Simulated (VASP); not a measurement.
Input of a VASP 6.6.1 run:

File POSCAR:

```
SiO2
1.0
    4.9584842855      0.0000000000      0.0000000000
   -2.4792421427      4.2941733555      0.0000000000
    0.0000000000      0.0000000000      5.6697036423
Si O
3 6
Direct
    0.0000000000      0.5000000000      0.3333333333
    0.5000000000      0.5000000000      0.6666666667
    0.5000000000      0.0000000000      0.0000000000
    0.5875518494      0.7937759247      0.8333333333
    0.7937759247      0.5875518494      0.5000000000
    0.7937759247      0.2062240753      0.1666666667
    0.4124481506      0.2062240753      0.8333333333
    0.2062240753      0.4124481506      0.5000000000
    0.2062240753      0.7937759247      0.1666666667
```

The input INCAR.step1:

```
PREC = Accurate
ENCUT = 520
ISMEAR = 0
SIGMA = 0.02
LREAL = False
LASPH = True
NELM = 60
NBANDS = 34
GGA = PE
ALGO = Normal
EDIFF = 1E-4
LWAVE = True
LCHARG = False
```

Contents of INCAR.step2:

```
PREC = Accurate
ENCUT = 520
EDIFF = 1E-6
ISMEAR = 0
SIGMA = 0.02
LREAL = False
LASPH = True
NELM = 60
ALGO = Normal
ISIF = 2
LWAVE = False
LCHARG = False
METAGGA = R2SCAN
LMIXTAU = True
NBANDS = 34
ISTART = 1
```

Contents of KPOINTS:

```
Automatic mesh
0
Gamma
  6 6 4
```

Potentials or basis: VASP PAW PBE potentials, release 64 (Si, O).

The run is started by

```console
$ cat potpaw_PBE.64/Si/POTCAR potpaw_PBE.64/O/POTCAR > POTCAR
$ cp INCAR.step1 INCAR
$ mpirun -np 1 vasp_std > vasp.out
$ cp INCAR.step2 INCAR
$ mpirun -np 1 vasp_std > vasp.out
```

**Question.** Estimate the pressure.

**Answer.** 2.2 GPa.

**Question.** What does it give for the largest force?

**Answer.** 0.012 eV/Å.

Forces in eV/Å, atoms in the order of the input:
```
Si   0.000  0.000  0.000
Si   0.000  0.000  0.000
Si   0.000  0.000  0.000
O   -0.010 -0.006  0.000
O    0.000 -0.012  0.000
O   -0.010  0.006  0.000
O    0.010  0.006  0.000
O    0.000  0.012  0.000
O    0.010 -0.006  0.000
```

Caveat: the PAW data sets were made with another functional, which shifts forces and pressure a little.
